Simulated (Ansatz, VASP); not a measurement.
**InSb in VASP and in Ansatz**

Contents of INCAR:

```
SYSTEM = InSb
PREC     = Accurate       ! precision mode
ENCUT    = 520            ! plane-wave cutoff, eV
EDIFF    = 1E-6           ! SCF threshold, eV
ISMEAR   = 1              ! smearing method
SIGMA    = 0.36           ! smearing width, eV
LREAL    = .False.        ! projectors in reciprocal space
LASPH    = .True.         ! aspherical terms in the spheres
NELM     = 80             ! most SCF steps
ALGO     = Normal         ! electronic algorithm
ISIF     = 2              ! what is computed and relaxed
LWAVE    = .False.        ! write WAVECAR
LCHARG   = .False.        ! write CHGCAR
GGA      = PE             ! functional
NBANDS   = 16             ! bands
```

The input KPOINTS:

```
Automatic mesh
0
Gamma
  4 4 4
  0 0 0
```

Contents of POSCAR:

```
InSb
1.0
    0.0000000000      3.3166107078      3.3166107078
    3.3166107078      0.0000000000      3.3166107078
    3.3166107078      3.3166107078      0.0000000000
In Sb
1 1
Direct
    0.0000000000      0.0000000000      0.0000000000
    0.2500000000      0.2500000000      0.2500000000
```

Input for Ansatz:

```yaml
crystal:
  lattice:
    - [0.0, 3.3166107078, 3.3166107078]
    - [3.3166107078, 0.0, 3.3166107078]
    - [3.3166107078, 3.3166107078, 0.0]
  atoms:
    - { symbol: In, position: [0.0, 0.0, 0.0] }
    - { symbol: Sb, position: [0.25, 0.25, 0.25] }
basis:
  ecutwfc: 420
  ecutrho_ratio: 8
kpoints:
  mp_grid: { grid: [4, 4, 4] }
hamiltonian:
  xc: pbe
scf:
  occupations: { method: cold, width: 0.36 }
output:
  forces: true
  stress: true
  eigenvalues: true
```

Alike in both runs: task single point; functional PBE; k mesh 4 × 4 × 4; no spin polarisation.

|  | VASP | Ansatz |
| --- | --- | --- |
| version | VASP 6.6.1 | Ansatz 0.2.0 |
| potentials or method | VASP PAW PBE potentials, release 64 (In_d, Sb), cutoff 520 eV | scalar-relativistic, plane waves, PAW |
| occupations | methfessel-paxton of order 1, width 0.36 eV | cold, width 0.36 eV |
| valence electrons in the cell | 18 | 28 |

```csv
,VASP,Ansatz,Ansatz less VASP
gap on the k mesh at the Fermi level (eV),none,none,-
pressure (GPa),0.4,0.4,-0.01
```

A gap of «none» marks a metal or a gap that the smearing closes. VASP's potentials hold 18 valence electrons a cell and Ansatz's 28, so a difference there can come from the potentials and not from the codes.

The k mesh is coarse, so the values compare programs but aren't converged. Neither program's run includes spin-orbit coupling.
